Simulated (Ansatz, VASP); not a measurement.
Two plane-wave programs on SnO

Contents of INCAR:

```
SYSTEM = SnO
PREC = Accurate ; ENCUT = 520
EDIFF = 1E-6 ; ISMEAR = 0
SIGMA = 0.15 ; LREAL = .FALSE.
LASPH = .TRUE. ; NELM = 60
ALGO = Normal ; ISIF = 2
LWAVE = .FALSE. ; LCHARG = .FALSE.
GGA = PS ; NBANDS = 28
```

The input KPOINTS:

```
regular mesh
0
G
  10 10 8
  0 0 0
```

POSCAR

```
SnO
1.0
    3.8042540590      0.0000000000      0.0000000000
    0.0000000000      3.8042540590      0.0000000000
    0.0000000000      0.0000000000      4.7505758552
Sn O
2 2
Direct
    0.0000000000      0.5000000000      0.2424656074
    0.5000000000      0.0000000000      0.7575343926
    0.0000000000      0.0000000000      0.0000000000
    0.5000000000      0.5000000000      0.0000000000
```

Input for Ansatz:

```yaml
crystal:
  lattice:
    - [3.8042540618, 0.0, 0.0]
    - [0.0, 3.8042540618, 0.0]
    - [0.0, 0.0, 4.7505758764]
  atoms:
    - { symbol: Sn, position: [0.0, 0.5, 0.242465606] }
    - { symbol: Sn, position: [0.5, 0.0, 0.757534394] }
    - { symbol: O, position: [0.0, 0.0, 0.0] }
    - { symbol: O, position: [0.5, 0.5, 0.0] }
basis:
  ecutwfc: 520.0
kpoints:
  mp_grid: { grid: [10, 10, 8] }
hamiltonian:
  xc: pbesol
  pseudopotentials: { kind: paw, azcp: { folder: soft_1 } }
scf:
  occupations: { method: gaussian, width: 0.15 }
output:
  forces: true
  stress: true
  eigenvalues: true
```

Alike in both runs: task single point; functional PBEsol; k mesh 10 × 10 × 8; occupations gaussian, width 0.15 eV; no spin polarisation.

|  | VASP | Ansatz |
| --- | --- | --- |
| version | VASP 6.6.1 | Ansatz 0.2.0 |
| potentials or method | VASP PAW PBE potentials, release 64 (Sn_d, O), cutoff 520 eV | scalar-relativistic, plane waves, PAW |
| valence electrons in the cell | 40 | 40 |

|  | VASP | Ansatz | Ansatz less VASP |
| --- | --- | --- | --- |
| gap on the k mesh at the Fermi level (eV) | none | none | - |
| pressure (GPa) | 0.3 | 0.0 | -0.31 |
| rms of the force components (eV/Å) | 0.042 | 0.003 | -0.0396 |

VASP's potentials were made for PBE, not for PBEsol, and Ansatz warns of the same on its side. Atom by atom the forces differ by 0.040 eV/Å (rms over components). A gap of «none» marks a metal or a gap that the smearing closes.
